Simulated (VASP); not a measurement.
Al, 2 atoms in the cell. Symmetry: P6_3/mmc, No. 194, hexagonal system. Conventional cell: a = 2.812 Å, b = 2.812 Å, c = 4.867 Å, α = 90.00°, β = 90.00°, γ = 120.00°. Al (site symmetry -6m2) has 12 Al at 2.81 to 2.93 Å within 3.7 Å. 

| Property | Result |
| --- | --- |
| Program | VASP 6.6.1 |
| Task | single point |
| Functional | PBE |
| Dispersion | D3(BJ) |
| Potentials or basis | VASP PAW PBE potentials, release 64 (Al) |
| Cutoff | 520 eV |
| k mesh | 18 × 18 × 10 |
| Occupations | gaussian, width 0.15 eV |
| Spin | no spin polarisation |
| Dipole correction | no |
| Further INCAR settings | ALGO = Normal; EDIFF = 1e-06; NBANDS = 10 |

Potentials or basis: VASP PAW PBE potentials, release 64 (Al).

The run is started by

```bash
$ cat potpaw_PBE.64/Al/POTCAR > POTCAR
$ mpirun -np 1 vasp_std > vasp.out
```

Hardware: 1 thread of Intel(R) Xeon(R) Platinum 8259CL CPU @ 2.50GHz (Skylake/Cascade Lake), with other jobs on the host.

Q: Estimate the wall time of this run.

A: Run time: 28 s on 1 thread of Intel(R) Xeon(R) Platinum 8259CL CPU @ 2.50GHz (Skylake/Cascade Lake), on a shared host, peak memory 0.2 GiB. Counts: scf iterations 10, k points 222.
